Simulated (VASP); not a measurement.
Write the native input for VASP 6.6.1 that does the following.

- Task: electric field gradients
- Functional: PBE
- Potentials or basis: VASP PAW PBE potentials, release 64 (As_d)
- Cutoff: 400 eV
- k mesh: 11 × 11 × 11
- Occupations: fermi-dirac, width 0.03 eV
- Spin: no spin polarisation
- Dipole correction: no
- Further INCAR settings: ALGO = Normal; EDIFF = 1e-08; NBANDS = 22

The structure of As lies in POSCAR:

```
As
1.0
    1.8983620487      1.0960198399      3.5202848189
   -1.8983620487      1.0960198399      3.5202848189
    0.0000000000     -2.1920396797      3.5202848189
As
2
Direct
    0.2275400000      0.2275400000      0.2275400000
    0.7724600000      0.7724600000      0.7724600000
```

The input as run:

INCAR

```
SYSTEM = As
ALGO = Normal
EDIFF = 1E-8
ENCUT = 400
GGA = PE
GGA_COMPAT = .False.
ISIF = 2
ISMEAR = -1
LASPH = .True.
LCHARG = .False.
LEFG = .True.
LREAL = .False.
LWAVE = .False.
NBANDS = 22
NELM = 120
PREC = Accurate
SIGMA = 0.03
```

KPOINTS

```
k-points
0
Gamma
  11 11 11
  0 0 0
```

Potentials or basis: VASP PAW PBE potentials, release 64 (As_d).

The run is started by

```sh
$ cat potpaw_PBE.64/As_d/POTCAR > POTCAR
$ mpirun -np 1 vasp_std > vasp.out
```

It gave:

```json
{"Pressure": "1.1 GPa", "Largest force": "0.045 eV/Å", "Band gap on the k mesh": "zero (bands 15 and 16 overlap by 0.32 eV)", "Largest electric field gradient by atom": "As -48.1 V/Å²"}
```

Caveat: without QUAD_EFG the Cq values of the log hold for a quadrupole moment of 1 mb, not for the nuclei.

Run time: 58 s on 1 thread of AMD EPYC 9R45 96-Core Processor (Zen 5), on a shared host, peak memory 0.18 GiB.
